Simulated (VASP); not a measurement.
Runs of VASP 6.6.1 on TaAl2. The structure is that of space group P6/mmm (No. 191), or close to it. The cells are those of the table. 

```tsv
task	cell	k mesh	cutoff (eV)	gap on the mesh (eV)	pressure (GPa)	relaxed volume (Å³/atom)
relaxation of cell and atoms	relaxed from a = 3.629, b = 3.629, c = 3.943 Å, angles 90.0, 90.0, 120.0°, 3 atoms	6 × 6 × 4	600	none	0.0	16.24
single point	a = 4.451, b = 4.451, c = 2.839 Å, angles 90.0, 90.0, 120.0°, 3 atoms	6 × 6 × 4	520	none	0.1	-
relaxation of cell and atoms	relaxed from a = 4.451, b = 4.451, c = 2.839 Å, angles 90.0, 90.0, 120.0°, 3 atoms	6 × 6 × 6	600	none	0.2	(a)
single point	a = 4.504, b = 4.504, c = 2.789 Å, angles 90.0, 90.0, 120.0°, 3 atoms	6 × 6 × 6	520	none	0.0	-
```

Alike in all rows: level PBE; potentials or basis VASP PAW PBE potentials, release 64 (Ta_pv, Al); no spin polarisation; smearing gaussian 0.1 eV.

Q: Fill in the values left out.

A: (a) 16.30.

Caveats: all runs use coarse meshes; spin-orbit coupling is left out, which moves the levels of the heavy elements.

A k mesh can miss the band edges, and the runs leave out spin-orbit coupling on Ta.

A gap of «none» marks levels without a gap at the run's occupations.
